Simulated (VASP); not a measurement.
# TeP2 (P6/mmm) in VASP: further runs, part 2 of 2

VASP 6.6.1.

## Step 4: Relaxation of cell and atoms, PBE

This run uses another cell than the first one, of 20.40 Å³/atom, 0.872 times its volume.

Input file INCAR:

```
PREC = Accurate ; ENCUT = 600
EDIFF = 1E-6 ; ISMEAR = 0
SIGMA = 0.1 ; LREAL = False
LASPH = True ; NELM = 60
ALGO = Normal ; ISIF = 3
LWAVE = False ; LCHARG = False
GGA = PE ; IBRION = 2
NSW = 100 ; EDIFFG = -0.01
```

Input file KPOINTS:

```
Automatic mesh
0
Gamma
  12 12 12
```

Input file POSCAR:

```
TeP2
1.0
    4.1410324725      0.0000000000      0.0000000000
   -2.0705162363      3.5862393191      0.0000000000
    0.0000000000      0.0000000000      4.1202395970
Te P
1 2
Direct
    0.0000000000      0.0000000000      0.0000000000
    0.3333333333      0.6666666667      0.5000000000
    0.6666666667      0.3333333333      0.5000000000
```

Potentials or basis: VASP PAW PBE potentials, release 64 (Te, P).

Command:

```
$ cat potpaw_PBE.64/Te/POTCAR potpaw_PBE.64/P/POTCAR > POTCAR
$ mpirun -np 1 vasp_std > vasp.out
```

OUTCAR:

```text
PREC = Accurate
   ENCUT = 600
   EDIFF = 1E-6
   ISMEAR = 0
   LREAL = False
   LASPH = True
   NELM = 60
   ISIF = 3
   GGA = PE
   IBRION = 2
   NSW = 100
   EDIFFG = -0.01

 ion  position               nearest neighbor table
   1  0.000  0.000  0.000-   2 3.16   3 3.16   2 3.16   3 3.16   3 3.16   3 3.16   2 3.16   2 3.16
                             3 3.16   3 3.16   2 3.16   2 3.16
   2  0.333  0.667  0.500-   3 2.39   3 2.39   3 2.39   1 3.16   1 3.16   1 3.16   1 3.16   1 3.16
                             1 3.16
   3  0.667  0.333  0.500-   2 2.39   2 2.39   2 2.39   1 3.16   1 3.16   1 3.16   1 3.16   1 3.16
                             1 3.16

  LATTYP: Found a hexagonal cell.
 ALAT       =     4.1410324725
 C/A-ratio  =     0.9949788185

  Lattice vectors:

 A1 = (   4.1410324725,   0.0000000000,   0.0000000000)
 A2 = (  -2.0705162363,   3.5862393191,   0.0000000000)
 A3 = (   0.0000000000,   0.0000000000,   4.1202395970)

Analysis of symmetry for initial positions (statically):
=====================================================================
 Subroutine PRICEL returns:
 Original cell was already a primitive cell.

 Routine SETGRP: Setting up the symmetry group for a
 hexagonal supercell.

[... 179 lines left out ...]
  in kB        6.7811279      6.7811279     -6.5644589     -0.0000000     -0.0000000      0.0000000
  external PRESSURE =       2.3325989 kB  Pullay stress =       0.0000000 kB
[... 209 lines left out ...]
--------------------------------------- Ionic step        7  -------------------------------------------

 number of electron      16.0000000 magnetization

 Free energy of the ion-electron system (eV)
  ---------------------------------------------------
  ext. energy  EPLUGINS =         0.00000000
  ---------------------------------------------------
  free energy    TOTEN  =       -12.11856164 eV

  energy without entropy =      -12.11026723  energy(sigma->0) =      -12.11441443

 E-fermi :   8.1448     XC(G=0): -10.4960

 val. band max:        8.1307522682   @ k =   0.1667   0.1667   0.1667
 cond. band min:       8.1534773019   @ k =   0.0833   0.0000   0.5000
 fundamental gap:      0.0227250336
 Fermi energy:         8.1447972821

 k-point     1 :       0.0000    0.0000    0.0000
  band No.  band energies     occupation
      1      -6.8959      2.00000
      2      -1.0008      2.00000
      3       2.4168      2.00000
      4       3.1768      2.00000
      5       3.7323      2.00000
      6       3.7323      2.00000
      7       5.3200      2.00000
      8       5.3200      2.00000
      9      10.4465      0.00000
     10      10.4763      0.00000
     11      10.9426      0.00000
     12      12.0820      0.00000
[... 331 lines left out ...]
 k-point    24 :       0.3333    0.0000    0.0833
  band No.  band energies     occupation
      1      -5.6972      2.00000
      2      -2.5831      2.00000
      3      -0.5692      2.00000
      4       2.2865      2.00000
      5       3.9358      2.00000
      6       5.9210      2.00000
      7       6.8992      2.00000
      8       7.9273      1.99790
      9       8.5803      0.00000
     10       9.3712      0.00000
     11      10.6053      0.00000
     12      11.6197      0.00000

 [... further k-points ...]
[... 5 lines left out ...]
  --------------------------------------------------------------------------------------
  -------------------------------------------------------------------------------------
  Total        0.0009924      0.0009924      0.0018613     -0.0000000     -0.0000000     -0.0000000
  in kB        0.0261376      0.0261376      0.0490223     -0.0000000     -0.0000000     -0.0000000
  external PRESSURE =       0.0337658 kB  Pullay stress =       0.0000000 kB
[... 18 lines left out ...]
  FREE ENERGIE OF THE ION-ELECTRON SYSTEM (eV)
  ---------------------------------------------------
  free  energy   TOTEN  =       -12.1185616438 eV

  energy  without entropy=      -12.1102672251  energy(sigma->0) =      -12.11441443

 reached required accuracy - stopping structural energy minimisation
```

OSZICAR:

```text
N       E                     dE             d eps       ncg     rms          rms(c)
DAV:   1     0.568487561917E+02    0.56849E+02   -0.68822E+03  3192   0.125E+03
DAV:   2    -0.848628419768E+01   -0.65335E+02   -0.61571E+02  4256   0.172E+02
DAV:   3    -0.121462072260E+02   -0.36599E+01   -0.35093E+01  4100   0.398E+01
DAV:   4    -0.122097970886E+02   -0.63590E-01   -0.63219E-01  3668   0.584E+00
[... 48 lines left out ...]
DAV:   1    -0.121186228715E+02   -0.11331E-03   -0.75723E-03  3248   0.540E-01    0.754E-02
DAV:   2    -0.121185814359E+02    0.41436E-04   -0.29561E-04  3604   0.135E-01    0.350E-02
DAV:   3    -0.121185647753E+02    0.16661E-04   -0.28703E-05  3716   0.361E-02    0.128E-02
DAV:   4    -0.121185617148E+02    0.30604E-05   -0.56357E-06  3272   0.171E-02    0.838E-03
DAV:   5    -0.121185616438E+02    0.71037E-07   -0.58920E-07  1656   0.621E-03
   7 F= -.12118562E+02 E0= -.12114414E+02  d E =-.516613E-04
```

CONTCAR:

```text
TeP2
   1.00000000000000
     4.1832291756572966   -0.0000000000005858   -0.0000000000000000
    -2.0916145878796657    3.6227827359910325    0.0000000000000001
    -0.0000000000000001   -0.0000000000000000    4.0140657155237189
  Te              P
     1     2
Direct
     0.0000000000000000    0.0000000000000000    0.0000000000000000
     0.3333333332999970    0.6666666667000030    0.5000000000000000
     0.6666666667000030    0.3333333332999970    0.5000000000000000

  0.00000000E+00  0.00000000E+00  0.00000000E+00
  0.00000000E+00  0.00000000E+00  0.00000000E+00
  0.00000000E+00  0.00000000E+00  0.00000000E+00
```

Run time: 5.8 min. Hardware: 1 thread of Intel Xeon 6975P-C, shared host; peak memory 0.3 GiB.

Results:

```yaml
Free_energy: -12.1186 eV
Relaxed_volume: 20.28 Å³/atom
Relaxed_cell: a = 4.183 Å, b = 4.183 Å, c = 4.014 Å, α = 90.00°, β = 90.00°, γ = 120.00°
Space_group_after_relaxing_to_0.05_Å: P6/mmm (No. 191)
Energy_gained_by_relaxing: 1.9 meV/atom
Ionic_steps: 7
Pressure_after_relaxing: 0.0 GPa
Band_gap_on_the_k_mesh: zero (band 8 reaches 9.06 eV, above the bottom of band 9 at 6.65 eV)
```

Step by step:
```csv
step,energy change (eV),largest force (eV/Å),pressure (GPa),volume (Å³)
1,0.0000,0.0000,0.23,61.19
2,-0.0023,0.0000,-0.19,61.45
3,-0.0030,0.0000,-0.54,61.67
4,-0.0047,0.0000,-0.28,61.30
5,-0.0056,0.0000,0.02,60.90
6,-0.0056,0.0000,0.10,60.78
7,-0.0057,0.0000,0.00,60.83
```

Final structure:
```
Te P
1.0
     4.18323    0.00000    0.00000
    -2.09161    3.62278    0.00000
     0.00000    0.00000    4.01407
Te P
1 2
Direct
  0.00000 0.00000 0.00000
  0.33333 0.66667 0.50000
  0.66667 0.33333 0.50000
```

Caveat: spin-orbit coupling is left out, which moves the levels of the heavy elements.

## Step 5: Summary

```tsv
task	cell	k mesh	cutoff (eV)	gap on the mesh (eV)	pressure (GPa)	relaxed volume (Å³/atom)
relaxation of cell and atoms	relaxed from a = 4.221, b = 4.221, c = 4.549 Å, angles 90.0, 90.0, 120.0°, 3 atoms	6 × 6 × 4	600	none	0.0	20.35
single point	a = 4.186, b = 4.186, c = 4.020 Å, angles 90.0, 90.0, 120.0°, 3 atoms	12 × 12 × 12	520	none	-0.2	-
relaxation of cell and atoms	relaxed from a = 4.141, b = 4.141, c = 4.120 Å, angles 90.0, 90.0, 120.0°, 3 atoms	12 × 12 × 12	600	none	0.0	20.28
```

Alike in all rows: level PBE; potentials or basis VASP PAW PBE potentials, release 64 (Te, P); no spin polarisation; smearing gaussian 0.1 eV.

Caveats: spin-orbit coupling is left out, which moves the levels of the heavy elements.

Absolute energies hang on the potentials; compare differences alone.
